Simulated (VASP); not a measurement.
A run of VASP 6.6.1 is set up as follows.

Contents of INCAR:

```
  PREC = Accurate
  ENCUT = 520
  EDIFF = 1E-7
  ISMEAR = 0
  SIGMA = 0.1
  LREAL = F
  LASPH = T
  NELM = 80
  ALGO = Fast
  ISIF = 2
  LWAVE = F
  LCHARG = F
  GGA = PE
  NBANDS = 54
```

Contents of KPOINTS:

```
Automatic mesh
0
Gamma
  10 10 4
```

File POSCAR:

```
Ga3P
1.0
    3.4210898700     -1.9789836594     -0.0016259100
    3.4210898700      1.9789836594     -0.0016259100
   -2.2148798055      0.0000000000     12.7989583853
Ga P
6 2
Direct
    0.9458218344      0.9458218344      0.2163410353
    0.3636123585      0.3636123585      0.4672509268
    0.5319306083      0.5319306083      0.9683812049
    0.0995908038      0.0995908038      0.6753634079
    0.4638376889      0.4638376889      0.7689402199
    0.7300677257      0.7300677257      0.5674262769
    0.2992909264      0.2992909264      0.2776328082
    0.8849554744      0.8849554744      0.0286641201
```

Potentials or basis: VASP PAW PBE potentials, release 64 (Ga_d, P).

Command:

```console
$ cat potpaw_PBE.64/Ga_d/POTCAR potpaw_PBE.64/P/POTCAR > POTCAR
$ mpirun -np 1 vasp_std > vasp.out
```

Problem. What does it give for the largest force?

Solution. 0.006 eV/Å.

Problem. Estimate the pressure.

Solution. 0.1 GPa.

Forces on the atoms (eV/Å):
```
Ga   0.000  0.000 -0.001
Ga   0.000  0.000 -0.004
Ga  -0.001  0.000  0.005
Ga  -0.002  0.000  0.005
Ga   0.001  0.000  0.000
Ga   0.002  0.000 -0.002
P    0.000  0.000 -0.004
P    0.000  0.000  0.002
```
